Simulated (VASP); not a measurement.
Here is a VASP 6.6.1 calculation.

The input INCAR:

```
SYSTEM = TeRh3
PREC     = Accurate       ! precision mode
ENCUT    = 600            ! plane-wave cutoff, eV
EDIFF    = 1E-6           ! SCF threshold, eV
ISMEAR   = 0              ! smearing method
SIGMA    = 0.1            ! smearing width, eV
LREAL    = .FALSE.        ! projectors in reciprocal space
LASPH    = .TRUE.         ! aspherical terms in the spheres
NELM     = 60             ! most SCF steps
ALGO     = Fast           ! electronic algorithm
ISIF     = 3              ! what is computed and relaxed
LWAVE    = .FALSE.        ! write WAVECAR
LCHARG   = .FALSE.        ! write CHGCAR
GGA      = PE             ! functional
IBRION   = 2              ! ionic algorithm
NSW      = 90             ! ionic steps
EDIFFG   = -0.04          ! ionic threshold
```

Contents of KPOINTS:

```
regular mesh
0
G
  4 4 4
  0 0 0
```

File POSCAR:

```
TeRh3
1.0
    4.1168790439      0.0000000000      0.0000000000
    0.0000000000      4.1168790439      0.0000000000
    0.0000000000      0.0000000000      4.1168790439
Te Rh
1 3
Direct
    0.0000000000      0.0000000000      0.0000000000
    0.0000000000      0.5000000000      0.5000000000
    0.5000000000      0.0000000000      0.5000000000
    0.5000000000      0.5000000000      0.0000000000
```

Potentials or basis: VASP PAW PBE potentials, release 64 (Te, Rh_pv).

Run with:

```bash
$ cat potpaw_PBE.64/Te/POTCAR potpaw_PBE.64/Rh_pv/POTCAR > POTCAR
$ mpirun -np 1 vasp_std > vasp.out
```

Estimate the space group after relaxing (to 0.05 Å).

Pm-3m (No. 221).

Predict the relaxed volume.

15.64 Å³/atom.

Final structure:
```xyz
4
Lattice="3.9696 0.0000 0.0000 0.0000 3.9696 0.0000 0.0000 0.0000 3.9696" Properties=species:S:1:pos:R:3 pbc="T T T"
Te    0.0000    0.0000    0.0000
Rh    0.0000    1.9848    1.9848
Rh    1.9848    0.0000    1.9848
Rh    1.9848    1.9848    0.0000
```

Caveat: the k points lie up to 0.40 Å⁻¹ apart in the final cell.
